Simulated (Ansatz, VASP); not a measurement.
**I4O: VASP beside Ansatz**

File POSCAR:

```
I4O
1.0
    5.9988390000      0.0000000000      0.0000000000
    0.0000000000      5.9988390000      0.0000000000
    0.0000000000      0.0000000000      5.9988390000
O I
1 4
Direct
    0.0000000000      0.0000000000      0.0000000000
    0.2500000000      0.2500000000      0.2500000000
    0.7500000000      0.7500000000      0.2500000000
    0.2500000000      0.7500000000      0.7500000000
    0.7500000000      0.2500000000      0.7500000000
```

Contents of INCAR.step1:

```
SYSTEM = I4O
ALGO = Normal
EDIFF = 1E-4
ENCUT = 520
GGA = PE
ISMEAR = -1
LASPH = .True.
LCHARG = .False.
LREAL = .False.
LWAVE = .True.
NBANDS = 25
NELM = 80
PREC = Accurate
SIGMA = 0.1
```

INCAR.step2

```
SYSTEM = I4O
ALGO = Normal
EDIFF = 1E-6
ENCUT = 520
ISIF = 2
ISMEAR = -1
ISTART = 1
LASPH = .True.
LCHARG = .False.
LMIXTAU = .True.
LREAL = .False.
LWAVE = .False.
METAGGA = R2SCAN
NBANDS = 25
NELM = 80
PREC = Accurate
SIGMA = 0.1
```

Contents of KPOINTS:

```
k-points
0
Gamma
  6 6 6
  0 0 0
```

Input for Ansatz:

```yaml
crystal:
  lattice:
    - [5.998839, 0.0, 0.0]
    - [0.0, 5.998839, 0.0]
    - [0.0, 0.0, 5.998839]
  atoms:
    - { symbol: O, position: [0.0, 0.0, 0.0] }
    - { symbol: I, position: [0.25, 0.25, 0.25] }
    - { symbol: I, position: [0.75, 0.75, 0.25] }
    - { symbol: I, position: [0.25, 0.75, 0.75] }
    - { symbol: I, position: [0.75, 0.25, 0.75] }
  symmetry: { tolerance: 0.0003 }
kpoints:
  mp_grid: { grid: [6, 6, 6], shift: [0, 0, 0] }
  band_path:
    path:
      - [0.0, 0.0, 0.0]
      - [0.0, 0.5, 0.0]
      - [0.5, 0.5, 0.0]
      - [0.0, 0.0, 0.0]
      - [0.5, 0.5, 0.5]
      - [0.0, 0.5, 0.0]
    npoints: 10
magnetization:
  spin_polarized: false
scf:
  occupations: { method: fermi_dirac }
  lower_state_search: "off"
  max_iter: 200
hamiltonian:
  pseudopotentials: { kind: paw }
  xc: r2scan
basis:
  ecutwfc: 500
  fft_grid_basis: typed
output:
  forces: true
  stress: true
  eigenvalues: true
  bader: true
  populations: true
  elf: true
  write_potential: true
  volumetric_format: npy
  dos:
    e_range: [-12, 8]
    de: 0.05
    projected: { site_lists: { I: [I], O: [O] } }
checkpoint:
  read: saved_state
```

Alike in both runs: task single point; functional r2SCAN; k mesh 6 × 6 × 6; no spin polarisation.

|  | VASP | Ansatz |
| --- | --- | --- |
| version | VASP 6.6.1 | Ansatz 0.2.0 |
| potentials or method | VASP PAW PBE potentials, release 64 (O, I), cutoff 520 eV | PAW plane waves |
| occupations | fermi-dirac, width 0.1 eV | fermi-dirac |
| valence electrons in the cell | 34 | 74 |

```tsv
	VASP	Ansatz	Ansatz less VASP
pressure (GPa)	-4.6	-4.6	+0.04
```

VASP's potentials were made for PBE, not for r2SCAN. VASP's potentials hold 34 valence electrons a cell and Ansatz's 74, so a difference there can come from the potentials and not from the codes.

Spin-orbit coupling is off throughout.
